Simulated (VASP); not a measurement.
# Al (I4/mmm) in VASP: notebook

Runs on Al. Level: PBEsol. Tasks: single point.

Program: VASP 6.6.1. These are calculated values, not measurements. Logs are shortened: lines on timing, memory, paths and dates and some standing lists are left out, and cuts for length are marked.

## 1. The cell of the first run

The structure is tetragonal, space group I4/mmm (No. 139). The conventional cell has a = 3.182 Å, b = 3.182 Å, c = 3.135 Å, α = 90.00°, β = 90.00°, γ = 90.00°. Al (site symmetry 4/mmm) has 14 Al at 2.74 to 3.18 Å within 3.6 Å.

## 2. Single point, PBEsol (strain +0.000 along x and y, -0.015 along z)

File INCAR:

```
SYSTEM = Al
PREC = Accurate ; ENCUT = 520
EDIFF = 1E-6 ; ISMEAR = 0
SIGMA = 0.15 ; LREAL = .FALSE.
LASPH = .TRUE. ; NELM = 80
ALGO = Normal ; ISIF = 2
LWAVE = .FALSE. ; LCHARG = .FALSE.
GGA = PS ; NBANDS = 8
```

File KPOINTS:

```
regular mesh
0
G
  20 20 20
  0 0 0
```

File POSCAR:

```
Al
1.0
   -1.5912186900      1.5912186900      1.5673504096
    1.5912186900     -1.5912186900      1.5673504096
    1.5912186900      1.5912186900     -1.5673504096
Al
1
Direct
    0.0000000000      0.0000000000      0.0000000000
```

Potentials or basis: VASP PAW PBE potentials, release 64 (Al).

On the command line:

```sh
cat potpaw_PBE.64/Al/POTCAR > POTCAR
mpirun -np 1 vasp_std > vasp.out
```

OUTCAR:

```text
SYSTEM = Al
   PREC = Accurate
   ENCUT = 520
   EDIFF = 1E-6
   ISMEAR = 0
   LREAL = .FALSE.
   LASPH = .TRUE.
   NELM = 80
   ISIF = 2
   GGA = PS

 ion  position               nearest neighbor table
   1  0.000  0.000  0.000-

  LATTYP: Found a body centered tetragonal cell.
 ALAT       =     3.1824373800
 C/A-ratio  =     0.9850000000

  Lattice vectors:

 A1 = (  -1.5912186900,   1.5912186900,   1.5673504096)
 A2 = (   1.5912186900,  -1.5912186900,   1.5673504096)
 A3 = (   1.5912186900,   1.5912186900,  -1.5673504096)

Analysis of symmetry for initial positions (statically):
=====================================================================
 Subroutine PRICEL returns:
 Original cell was already a primitive cell.

 Routine SETGRP: Setting up the symmetry group for a
 body centered tetragonal supercell.

 Subroutine GETGRP returns: Found 16 space group operations
 (whereof 16 operations were pure point group operations)
 out of a pool of 16 trial point group operations.

The static configuration has the point symmetry D_4h.

Analysis of symmetry for dynamics (positions and initial velocities):
=====================================================================
 Subroutine PRICEL returns:
 Original cell was already a primitive cell.

 Routine SETGRP: Setting up the symmetry group for a
 body centered tetragonal supercell.

 Subroutine GETGRP returns: Found 16 space group operations
 (whereof 16 operations were pure point group operations)
 out of a pool of 16 trial point group operations.

The dynamic configuration has the point symmetry D_4h.

 Subroutine INISYM returns: Found 16 space group operations
 (whereof 16 operations are pure point group operations),
 and found     1 'primitive' translations

----------------------------------------------------------------------------------------

                                     Primitive cell

  volume of cell :      15.8740

  direct lattice vectors                    reciprocal lattice vectors
    -1.591218690  1.591218690  1.567350410     0.000000000  0.314224565  0.319009710
     1.591218690 -1.591218690  1.567350410     0.314224565  0.000000000  0.319009710
     1.591218690  1.591218690 -1.567350410     0.314224565  0.314224565  0.000000000

  length of vectors
     2.742360506  2.742360506  2.742360506     0.447777034  0.447777034  0.444380641

  position of ions in fractional coordinates (direct lattice)
[... 73 lines left out ...]
   LSORBIT =      F    spin-orbit coupling
   LASPH  =      T    aspherical Exc in radial PAW
   ENCUT  =  520.0 eV  38.22 Ry    6.18 a.u.   5.10  5.10  5.10*2*pi/ulx,y,z
   NELM   =     80;   NELMIN=  2; NELMDL= -5     # of ELM steps
   EDIFF  = 0.1E-05   stopping-criterion for ELM
   LREAL  =      F    real-space projection
   EDIFFG = 0.1E-04   stopping-criterion for IOM
   NSW    =      0    number of steps for IOM
   IBRION =     -1    ionic relax: 0-MD 1-quasi-New 2-CG
   NFREE  =      0    steps in history (QN), initial steepest desc. (CG)
   ISIF   =      2    stress and relaxation
   ISYM   =      2    0-nonsym 1-usesym 2-fastsym
   POTIM  = 0.5000    time-step for ionic-motion
   TEBEG  =    0.0;   TEEND  =   0.0 temperature during run
   PSTRESS=    0.0 pullay stress
   NELECT =       3.0000    total number of electrons
   NUPDOWN=      -1.0000    fix difference up-down
   EMIN   =  10.00;   EMAX   =-10.00  energy-range for DOS
   EFERMI =   0.00;   METHOD = LEGACY
   ISMEAR =     0;   SIGMA  =   0.15  broadening in eV -4-tet -1-fermi 0-gaus
   EFERMI_NEDOS =   21; number of points for ismear=-14 and -15
   IALGO  =     38    algorithm
   IMIX   =      4    mixing-type and parameters
     AMIX     =   0.40;   BMIX     =  1.00
     AMIX_MAG =   1.60;   BMIX_MAG =  1.00
  volume/ion in A,a.u.               =      15.87       107.12
  Fermi-wavevector in a.u.,A,eV,Ry     =   0.939478  1.775356 12.008761  0.882619
  Thomas-Fermi vector in A             =   2.066794
   LORBIT       =      0    0 simple, 1 ext, 2 COOP (PROOUT), +10 PAW based schemes
   GGA     = PS    functional components
   LHFCALC =     F    Hartree Fock is set to
   AEXX    =    0.0000 exact exchange contribution
   IVDW    =     0    specifies the selected vdW correction
   LEPSILON=     F    determine dielectric tensor
   LRPA    =     F    only Hartree local field effects (RPA)
 non-spin polarized calculation
 Gauss-broadening in eV      SIGMA  =   0.15
  energy-cutoff  :      520.00
  volume of cell :       15.87
 maximum number of plane-waves:       442
   NGX = 11   NGY = 11   NGZ = 11

 number of electron       3.0000000 magnetization

 Free energy of the ion-electron system (eV)
  ---------------------------------------------------
  ext. energy  EPLUGINS =         0.00000000
  ---------------------------------------------------
  free energy    TOTEN  =        -3.98828672 eV

  energy without entropy =       -3.98314375  energy(sigma->0) =       -3.98571523

 E-fermi :   8.3666     XC(G=0): -10.4027

 val. band max:        8.3505294325   @ k =  -0.3500   0.4500   0.1500
 cond. band min:       8.3674611238   @ k =   0.4500   0.2500   0.1500
 fundamental gap:      0.0169316913
 Fermi energy:         8.3665672368

 k-point     1 :       0.0000    0.0000    0.0000
  band No.  band energies     occupation
      1      -3.0366      2.00000
      2      21.5993      0.00000
      3      21.9636      0.00000
      4      21.9636      0.00000
      5      23.5487      0.00000
      6      23.5487      0.00000
      7      23.7300      0.00000
      8      24.7258      0.00000
[... 243 lines left out ...]
 k-point    24 :      -0.3500    0.0500    0.0000
  band No.  band energies     occupation
      1       0.1101      2.00000
      2      10.0110      0.00000
      3      16.1908      0.00000
      4      17.6398      0.00000
      5      19.7124      0.00000
      6      21.5351      0.00000
      7      26.7910      0.00000
      8      28.5908      0.00000

 [... further k-points ...]
[... 5 lines left out ...]
  --------------------------------------------------------------------------------------
  -------------------------------------------------------------------------------------
  Total        0.3770190      0.3770190      0.2996638      0.0000000     -0.0000000      0.0000000
  in kB       38.0529239     38.0529239     30.2453752      0.0000000     -0.0000000      0.0000000
  external PRESSURE =      35.4504077 kB  Pullay stress =       0.0000000 kB

 VOLUME and BASIS-vectors are now :
 -----------------------------------------------------------------------------
  energy-cutoff  :      520.00
  volume of cell :       15.87
      direct lattice vectors                 reciprocal lattice vectors
    -1.591218690  1.591218690  1.567350410     0.000000000  0.314224565  0.319009710
     1.591218690 -1.591218690  1.567350410     0.314224565  0.000000000  0.319009710
     1.591218690  1.591218690 -1.567350410     0.314224565  0.314224565  0.000000000

 POSITION                                       TOTAL-FORCE (eV/Angst)
 -----------------------------------------------------------------------------------
      0.00000      0.00000      0.00000         0.000000     -0.000000     -0.000000
 -----------------------------------------------------------------------------------
    total drift:                                0.000000     -0.000000     -0.000000

  FREE ENERGIE OF THE ION-ELECTRON SYSTEM (eV)
  ---------------------------------------------------
  free  energy   TOTEN  =        -3.9882867228 eV

  energy  without entropy=       -3.9831437451  energy(sigma->0) =       -3.98571523
```

stdout:

```text
POSCAR found type information on POSCAR Al
 POSCAR found :  1 types and       1 ions
 scaLAPACK will be used
 -----------------------------------------------------------------------------
|                                                                             |
|                                                                             |
|     You enforced a specific xc type in the INCAR file but a different       |
|     I HOPE YOU KNOW WHAT YOU ARE DOING!                                     |
|                                                                             |
 -----------------------------------------------------------------------------

 LDA part: xc-table for (Slater+PW92), standard interpolation
 POSCAR, INCAR and KPOINTS ok, starting setup
 FFT: planning ... GRIDC
 FFT: planning ... GRID_SOFT
 FFT: planning ... GRID
 WAVECAR not read
 entering main loop
```

Wall time 48 s (1 thread of AMD EPYC 7R13, shared host); peak memory 0.14 GiB.

What came out:

```
Free energy            : -3.9883 eV
Pressure               : 3.5 GPa
Band gap on the k mesh : zero (an odd number of electrons rules out a gap without spin polarisation)
```

Caveat: the cell differs from its parent crystal (strain +0.000 along x and y, -0.015 along z); the cell stands under pressure; the PAW data sets were made with another functional, which shifts forces and pressure a little.

## 3. Single point, PBEsol (strain -0.015 along x and y, +0.015 along z)

File INCAR:

```
SYSTEM = Al
ALGO     = Fast           ! electronic algorithm
EDIFF    = 1E-6           ! SCF threshold, eV
ENCUT    = 520            ! plane-wave cutoff, eV
GGA      = PS             ! functional
ISIF     = 2              ! what is computed and relaxed
ISMEAR   = 0              ! smearing method
LASPH    = .TRUE.         ! aspherical terms in the spheres
LCHARG   = .TRUE.         ! write CHGCAR
LELF     = .TRUE.         ! ELF
LREAL    = .FALSE.        ! projectors in reciprocal space
LVHAR    = .TRUE.       
LWAVE    = .FALSE.        ! write WAVECAR
NBANDS   = 8              ! bands
NELM     = 60             ! most SCF steps
PREC     = Accurate       ! precision mode
SIGMA    = 0.15           ! smearing width, eV
```

File KPOINTS:

```
k-points
0
G
  20 20 20
  0 0 0
```

File POSCAR:

```
Al
1.0
   -1.5673504096      1.5673504096      1.6150869704
    1.5673504096     -1.5673504096      1.6150869704
    1.5673504096      1.5673504096     -1.6150869704
Al
1
Direct
    0.0000000000      0.0000000000      0.0000000000
```

Potentials or basis: VASP PAW PBE potentials, release 64 (Al).

On the command line:

```sh
cat potpaw_PBE.64/Al/POTCAR > POTCAR
mpirun -np 1 vasp_std > vasp.out
```

Run time: 72 s. Hardware: 1 thread of AMD EPYC 7R13, shared host; peak memory 0.15 GiB.

The run converged. Its results:

- Free energy: -3.9894 eV
- Pressure: 3.5 GPa
- Band gap on the k mesh: zero (an odd number of electrons rules out a gap without spin polarisation)

Stress tensor (GPa, compression positive):
```
3.07 0.00 0.00
0.00 3.07 0.00
0.00 0.00 4.46
```

Levels at points of the mesh, in eV from the Fermi level:
```
           k point  band 1  band 2  band 3  band 4  band 5  band 6
(0.00, 0.00, 0.00)  -11.40   13.25   13.25   13.96   15.05   15.32
(0.50, 0.00, 0.00)   -4.52   -4.00    8.57    8.66   10.49   11.85
(0.50, 0.50, 0.00)   -4.36   -3.72    7.93    8.07    9.75   11.53
(0.50, 0.50, 0.50)    1.37    2.22    2.22    2.68    3.08    6.12
```

Caveat: the cell differs from its parent crystal (strain -0.015 along x and y, +0.015 along z); the cell stands under pressure; the PAW data sets were made with another functional, which shifts forces and pressure a little.

## 4. Single point, PBEsol (strain -0.015 along x and y, +0.030 along z)

File INCAR:

```
PREC = Accurate ; ENCUT = 520
EDIFF = 1E-6 ; ISMEAR = 0
SIGMA = 0.15 ; LREAL = False
LASPH = True ; NELM = 100
ALGO = Normal ; ISIF = 2
LWAVE = False ; LCHARG = False
GGA = PS ; NBANDS = 8
```

File KPOINTS:

```
Automatic mesh
0
Gamma
  20 20 20
```

File POSCAR:

```
Al
1.0
   -1.5673504096      1.5673504096      1.6389552507
    1.5673504096     -1.5673504096      1.6389552507
    1.5673504096      1.5673504096     -1.6389552507
Al
1
Direct
    0.0000000000      0.0000000000      0.0000000000
```

On the command line:

```sh
cat potpaw_PBE.64/Al/POTCAR > POTCAR
mpirun -np 1 vasp_std > vasp.out
```

It took 64 s on 1 thread of AMD EPYC 7R13, shared host; peak memory 0.16 GiB.

The run converged. Its results:

| Property | Result |
| --- | --- |
| Free energy | -3.9953 eV |
| Pressure | 2.3 GPa |
| Band gap on the k mesh | zero (an odd number of electrons rules out a gap without spin polarisation) |

Stress tensor (GPa, compression positive):
```
1.57 0.00 0.00
0.00 1.57 0.00
0.00 0.00 3.68
```

Levels at points of the mesh, in eV from the Fermi level:
```
           k point  band 1  band 2  band 3  band 4
(0.00, 0.00, 0.00)  -11.29   13.08   13.08   14.11
(0.50, 0.00, 0.00)   -4.47   -4.01    8.65    8.65
(0.50, 0.50, 0.00)   -4.25   -3.60    7.72    7.80
(0.50, 0.50, 0.50)    1.10    2.34    2.34    2.57
```

Caveat: the cell differs from its parent crystal (strain -0.015 along x and y, +0.030 along z); the PAW data sets were made with another functional, which shifts forces and pressure a little.

(Part 1 of 2 ends here.)
